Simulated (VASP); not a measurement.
# SnSe (Fm-3m) in VASP: single point with PBE

Aim: the single point of SnSe with PBE.

Program: VASP 6.6.1. These are calculated values, not measurements. Logs are shortened: lines on timing, memory, paths and dates and some standing lists are left out, and cuts for length are marked.

## 1. The cell of the first run

It takes space group Fm-3m (No. 225, cubic). The conventional cell has a = 6.020 Å, b = 6.020 Å, c = 6.020 Å, α = 90.00°, β = 90.00°, γ = 90.00°. Sn (site symmetry m-3m) has 6 Se at 3.01 Å within 4.0 Å. Within 4.0 Å of Se (site symmetry m-3m) lie 6 Sn at 3.01 Å.

## 2. Single point, PBE

Contents of INCAR:

```
SYSTEM = SnSe
ALGO = Normal ; EDIFF = 1E-6
ENCUT = 520 ; GGA = PE
ISIF = 2 ; ISMEAR = 0
LASPH = .True. ; LCHARG = .True.
LELF = .True. ; LREAL = .False.
LVHAR = .True. ; LWAVE = .False.
NBANDS = 17 ; NELM = 80
PREC = Accurate ; SIGMA = 0.05
```

Contents of KPOINTS:

```
k-points
0
Gamma
  10 10 10
  0 0 0
```

Contents of POSCAR:

```
SnSe
1.0
    0.0000000000      3.0100000000      3.0100000000
    3.0100000000      0.0000000000      3.0100000000
    3.0100000000      3.0100000000      0.0000000000
Sn Se
1 1
Direct
    0.0000000000      0.0000000000      0.0000000000
    0.5000000000      0.5000000000      0.5000000000
```

Potentials or basis: VASP PAW PBE potentials, release 64 (Sn_d, Se).

Started as:

```sh
$ cat potpaw_PBE.64/Sn_d/POTCAR potpaw_PBE.64/Se/POTCAR > POTCAR
$ mpirun -np 1 vasp_std > vasp.out
```

OUTCAR:

```text
SYSTEM = SnSe
   EDIFF = 1E-6
   ENCUT = 520
   GGA = PE
   ISIF = 2
   ISMEAR = 0
   LASPH = .True.
   LREAL = .False.
   NELM = 80
   PREC = Accurate

 ion  position               nearest neighbor table
   1  0.000  0.000  0.000-   2 3.01   2 3.01   2 3.01   2 3.01   2 3.01   2 3.01
   2  0.500  0.500  0.500-   1 3.01   1 3.01   1 3.01   1 3.01   1 3.01   1 3.01

  LATTYP: Found a face centered cubic cell.
 ALAT       =     6.0200000000

  Lattice vectors:

 A1 = (   0.0000000000,   3.0100000000,   3.0100000000)
 A2 = (   3.0100000000,   0.0000000000,   3.0100000000)
 A3 = (   3.0100000000,   3.0100000000,   0.0000000000)

Analysis of symmetry for initial positions (statically):
=====================================================================
 Subroutine PRICEL returns:
 Original cell was already a primitive cell.

 Routine SETGRP: Setting up the symmetry group for a
 face centered cubic supercell.

 Subroutine GETGRP returns: Found 48 space group operations
 (whereof 48 operations were pure point group operations)
 out of a pool of 48 trial point group operations.

The static configuration has the point symmetry O_h .

Analysis of symmetry for dynamics (positions and initial velocities):
=====================================================================
 Subroutine PRICEL returns:
 Original cell was already a primitive cell.

 Routine SETGRP: Setting up the symmetry group for a
 face centered cubic supercell.

 Subroutine GETGRP returns: Found 48 space group operations
 (whereof 48 operations were pure point group operations)
 out of a pool of 48 trial point group operations.

The dynamic configuration has the point symmetry O_h .

 Subroutine INISYM returns: Found 48 space group operations
 (whereof 48 operations are pure point group operations),
 and found     1 'primitive' translations

----------------------------------------------------------------------------------------

                                     Primitive cell

  volume of cell :      54.5418

  direct lattice vectors                    reciprocal lattice vectors
     0.000000000  3.010000000  3.010000000    -0.166112957  0.166112957  0.166112957
     3.010000000  0.000000000  3.010000000     0.166112957 -0.166112957  0.166112957
     3.010000000  3.010000000  0.000000000     0.166112957  0.166112957 -0.166112957

  length of vectors
     4.256782823  4.256782823  4.256782823     0.287716081  0.287716081  0.287716081

  position of ions in fractional coordinates (direct lattice)
     0.000000000  0.000000000  0.000000000
     0.500000000  0.500000000  0.500000000

  ion indices of the primitive-cell ions
   primitive index   ion index
                 1           1
                 2           2

----------------------------------------------------------------------------------------

 KPOINTS: k-points

Automatic generation of k-mesh.
 Grid dimensions read from file:
 generate k-points for:   10   10   10

 Generating k-lattice:

  Cartesian coordinates                     Fractional coordinates (reciprocal lattice)
    -0.016611296  0.016611296  0.016611296     0.100000000  0.000000000  0.000000000
     0.016611296 -0.016611296  0.016611296     0.000000000  0.100000000  0.000000000
     0.016611296  0.016611296 -0.016611296     0.000000000  0.000000000  0.100000000

  Length of vectors
     0.028771608  0.028771608  0.028771608

  Shift w.r.t. Gamma in fractional coordinates (k-lattice)
     0.000000000  0.000000000  0.000000000

 Subroutine IBZKPT returns following result:
 ===========================================

 Found     47 irreducible k-points:

 Following reciprocal coordinates:
            Coordinates               Weight
  0.000000  0.000000  0.000000      1.000000
  0.100000  0.000000  0.000000      8.000000
  0.200000  0.000000  0.000000      8.000000
  0.300000  0.000000  0.000000      8.000000
  0.400000  0.000000  0.000000      8.000000
  0.500000  0.000000  0.000000      4.000000
[... 16 lines left out ...]
  0.300000  0.300000  0.000000      6.000000
  0.400000  0.300000  0.000000     24.000000
 [... further k-points ...]
   k-points           NKPTS =     47   k-points in BZ     NKDIM =     47   number of bands    NBANDS=     17
   number of dos      NEDOS =    301   number of ions     NIONS =      2
   total plane-waves  NPLWV =  32768
   dimension x,y,z NGX =    32 NGY =   32 NGZ =   32
   dimension x,y,z NGXF=    64 NGYF=   64 NGZF=   64
   ions per type =               1   1
   NGX,Y,Z   is equivalent  to a cutoff of  12.50, 12.50, 12.50 a.u.
   NGXF,Y,Z  is equivalent  to a cutoff of  24.99, 24.99, 24.99 a.u.
 SYSTEM =  SnSe
   PREC   = accura    normal or accurate (medium, high low for compatibility)
   ISTART =      0    job   : 0-new  1-cont  2-samecut
   ICHARG =      2    charge: 1-file 2-atom 10-const
   ISPIN  =      1    spin polarized calculation?
   LNONCOLLINEAR =      F non collinear calculations
   LSORBIT =      F    spin-orbit coupling
   LASPH  =      T    aspherical Exc in radial PAW
   ENCUT  =  520.0 eV  38.22 Ry    6.18 a.u.   7.91  7.91  7.91*2*pi/ulx,y,z
   NELM   =     80;   NELMIN=  2; NELMDL= -5     # of ELM steps
   EDIFF  = 0.1E-05   stopping-criterion for ELM
   LREAL  =      F    real-space projection
   EDIFFG = 0.1E-04   stopping-criterion for IOM
   NSW    =      0    number of steps for IOM
   IBRION =     -1    ionic relax: 0-MD 1-quasi-New 2-CG
   NFREE  =      0    steps in history (QN), initial steepest desc. (CG)
   ISIF   =      2    stress and relaxation
   ISYM   =      2    0-nonsym 1-usesym 2-fastsym
   POTIM  = 0.5000    time-step for ionic-motion
   TEBEG  =    0.0;   TEEND  =   0.0 temperature during run
   PSTRESS=    0.0 pullay stress
   NELECT =      20.0000    total number of electrons
   NUPDOWN=      -1.0000    fix difference up-down
   EMIN   =  10.00;   EMAX   =-10.00  energy-range for DOS
   EFERMI =   0.00;   METHOD = LEGACY
   ISMEAR =     0;   SIGMA  =   0.05  broadening in eV -4-tet -1-fermi 0-gaus
   EFERMI_NEDOS =   21; number of points for ismear=-14 and -15
   IALGO  =     38    algorithm
   IMIX   =      4    mixing-type and parameters
     AMIX     =   0.40;   BMIX     =  1.00
     AMIX_MAG =   1.60;   BMIX_MAG =  1.00
  volume/ion in A,a.u.               =      27.27       184.03
  Fermi-wavevector in a.u.,A,eV,Ry     =   1.171768  2.214321 18.681350  1.373040
  Thomas-Fermi vector in A             =   2.308207
   LORBIT       =      0    0 simple, 1 ext, 2 COOP (PROOUT), +10 PAW based schemes
   GGA     = PE    functional components
   LHFCALC =     F    Hartree Fock is set to
   AEXX    =    0.0000 exact exchange contribution
   IVDW    =     0    specifies the selected vdW correction
   LEPSILON=     F    determine dielectric tensor
   LRPA    =     F    only Hartree local field effects (RPA)
 non-spin polarized calculation
 Gauss-broadening in eV      SIGMA  =   0.05
  energy-cutoff  :      520.00
  volume of cell :       54.54
 maximum number of plane-waves:      1479
   NGX = 15   NGY = 15   NGZ = 15

 number of electron      20.0000005 magnetization

 Free energy of the ion-electron system (eV)
  ---------------------------------------------------
  ext. energy  EPLUGINS =         0.00000000
  ---------------------------------------------------
  free energy    TOTEN  =        -8.21317898 eV

  energy without entropy =       -8.21317898  energy(sigma->0) =       -8.21317898

 E-fermi :   5.8205     XC(G=0):  -9.5973

 val. band max:        5.5865333840   @ k =   0.5000   0.0000   0.0000
 cond. band min:       6.0895796354   @ k =  -0.4000   0.1000   0.0000
 fundamental gap:      0.5030462514
 Fermi energy:         5.8204682087

 k-point     1 :       0.0000    0.0000    0.0000
  band No.  band energies     occupation
      1     -16.0159      2.00000
      2     -16.0159      2.00000
      3     -16.0159      2.00000
      4     -16.0136      2.00000
      5     -16.0136      2.00000
      6      -8.2742      2.00000
[... 9 lines left out ...]
     16      11.4554      0.00000
     17      13.7452      0.00000

 k-point     2 :       0.1000    0.0000    0.0000
  band No.  band energies     occupation
      1     -16.0156      2.00000
      2     -16.0155      2.00000
      3     -16.0155      2.00000
      4     -16.0136      2.00000
      5     -16.0136      2.00000
      6      -8.2037      2.00000
[... 9 lines left out ...]
     16      11.6998      0.00000
     17      14.4369      0.00000

 k-point     3 :       0.2000    0.0000    0.0000
  band No.  band energies     occupation
      1     -16.0169      2.00000
      2     -16.0169      2.00000
      3     -16.0150      2.00000
      4     -16.0109      2.00000
      5     -16.0109      2.00000
      6      -8.0055      2.00000
[... 9 lines left out ...]
     16      12.3341      0.00000
     17      15.9873      0.00000

 k-point     4 :       0.3000    0.0000    0.0000
  band No.  band energies     occupation
      1     -16.0193      2.00000
      2     -16.0193      2.00000
      3     -16.0142      2.00000
      4     -16.0070      2.00000
      5     -16.0070      2.00000
      6      -7.7252      2.00000
[... 9 lines left out ...]
     16      13.3162      0.00000
     17      17.5177      0.00000
[... 343 lines left out ...]
      1     -16.0198      2.00000
      2     -16.0180      2.00000
      3     -16.0134      2.00000
      4     -16.0096      2.00000
      5     -16.0057      2.00000
      6      -7.6315      2.00000
[... 9 lines left out ...]
     16      15.0059      0.00000
     17      15.3811      0.00000

 k-point    23 :       0.3000    0.3000    0.0000
  band No.  band energies     occupation
      1     -16.0298      2.00000
      2     -16.0201      2.00000
      3     -16.0086      2.00000
      4     -16.0046      2.00000
      5     -16.0046      2.00000
      6      -7.5474      2.00000
[... 9 lines left out ...]
     16      15.7772      0.00000
     17      15.7877      0.00000

 k-point    24 :       0.4000    0.3000    0.0000
  band No.  band energies     occupation
      1     -16.0333      2.00000
      2     -16.0200      2.00000
      3     -16.0091      2.00000
      4     -16.0027      2.00000
      5     -16.0017      2.00000
      6      -7.3438      2.00000
[... 9 lines left out ...]
     16      16.2703      0.00000
     17      16.9430      0.00000

 [... further k-points ...]

------------------------ aborting loop because EDIFF is reached ----------------------------------------

  FORCE on cell =-STRESS in cart. coord.  units (eV):
  Direction    XX          YY          ZZ          XY          YZ          ZX
  --------------------------------------------------------------------------------------
  -------------------------------------------------------------------------------------
  Total        0.3465993      0.3465993      0.3465993      0.0000000     -0.0000000      0.0000000
  in kB       10.1814288     10.1814288     10.1814288      0.0000000     -0.0000000      0.0000000
  external PRESSURE =      10.1814288 kB  Pullay stress =       0.0000000 kB

 VOLUME and BASIS-vectors are now :
 -----------------------------------------------------------------------------
  energy-cutoff  :      520.00
  volume of cell :       54.54
      direct lattice vectors                 reciprocal lattice vectors
     0.000000000  3.010000000  3.010000000    -0.166112957  0.166112957  0.166112957
     3.010000000  0.000000000  3.010000000     0.166112957 -0.166112957  0.166112957
     3.010000000  3.010000000  0.000000000     0.166112957  0.166112957 -0.166112957

 POSITION                                       TOTAL-FORCE (eV/Angst)
 -----------------------------------------------------------------------------------
      0.00000      0.00000      0.00000        -0.000000     -0.000000     -0.000000
      3.01000      3.01000      3.01000         0.000000      0.000000      0.000000
 -----------------------------------------------------------------------------------
    total drift:                                0.000000     -0.000000     -0.000000

  FREE ENERGIE OF THE ION-ELECTRON SYSTEM (eV)
  ---------------------------------------------------
  free  energy   TOTEN  =        -8.2131789850 eV

  energy  without entropy=       -8.2131789850  energy(sigma->0) =       -8.21317898
```

Run time: 73 s. Hardware: 1 thread of AMD EPYC 7R13, shared host; peak memory 0.17 GiB.

Results:

- Free energy: -8.2132 eV
- Pressure: 1.0 GPa
- Band gap on the k mesh: 0.50 eV, indirect (least direct gap 0.58 eV)

Caveat: spin-orbit coupling is left out, which moves the levels of the heavy elements. A k mesh can miss the band edges.
